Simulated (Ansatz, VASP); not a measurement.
## BeS: VASP beside Ansatz

INCAR

```
SYSTEM = BeS
  ALGO = Normal
  EDIFF = 1E-7
  EDIFFG = -0.001
  ENCUT = 600
  GGA = PE
  GGA_COMPAT = .False.
  IBRION = 2
  ISIF = 3
  ISMEAR = 0
  LASPH = .True.
  LCHARG = .False.
  LREAL = .False.
  LWAVE = .False.
  NELM = 120
  NELMIN = 4
  NSW = 80
  PREC = Accurate
  SIGMA = 0.01
```

File KPOINTS:

```
k-points
0
Gamma
  8 8 8
  0 0 0
```

Contents of POSCAR:

```
BeS
1.0
    0.0000000000      2.4381650070      2.4381650070
    2.4381650070      0.0000000000      2.4381650070
    2.4381650070      2.4381650070      0.0000000000
Be S
1 1
Direct
    0.7500000000      0.7500000000      0.7500000000
    0.0000000000      0.0000000000      0.0000000000
```

Input for Ansatz:

```yaml
crystal:
  lattice:
    - [0.0, 2.438165007, 2.438165007]
    - [2.438165007, 0.0, 2.438165007]
    - [2.438165007, 2.438165007, 0.0]
  atoms:
    - { symbol: Be, position: [0.75, 0.75, 0.75] }
    - { symbol: S, position: [0.0, 0.0, 0.0] }
basis:
  ecutwfc: 420
kpoints:
  mp_grid: { grid: [8, 8, 8] }
hamiltonian:
  xc: pbe
scf:
  occupations: { method: fixed }
output:
  forces: true
  stress: true
  eigenvalues: true
relax:
  adjacent_minimum: "off"
  f_tol: 0.001
  max_steps: 60
  cell: { stress_tol: 0.01 }
```

Alike in both runs: task relaxation of cell and atoms; functional PBE; k mesh 8 × 8 × 8; no spin polarisation.

|  | VASP | Ansatz |
| --- | --- | --- |
| version | VASP 6.6.1 | Ansatz 0.2.0 |
| potentials or method | VASP PAW PBE potentials, release 64 (Be, S), cutoff 600 eV | scalar-relativistic, plane waves, PAW |
| occupations | gaussian, width 0.01 eV | fixed |
| valence electrons in the cell | 8 | 8 |

Ansatz gave:

- gap on the k mesh at the Fermi level, each at its own relaxed structure (eV): 3.15
- relaxed volume (Å³/atom): 14.49
- relaxed cell length with the largest relative difference (Å): 3.448

**Question.** Estimate VASP's values.

**Answer.** gap on the k mesh at the Fermi level, each at its own relaxed structure (eV): 3.15; relaxed volume (Å³/atom): 14.50; relaxed cell length with the largest relative difference (Å): 3.449.
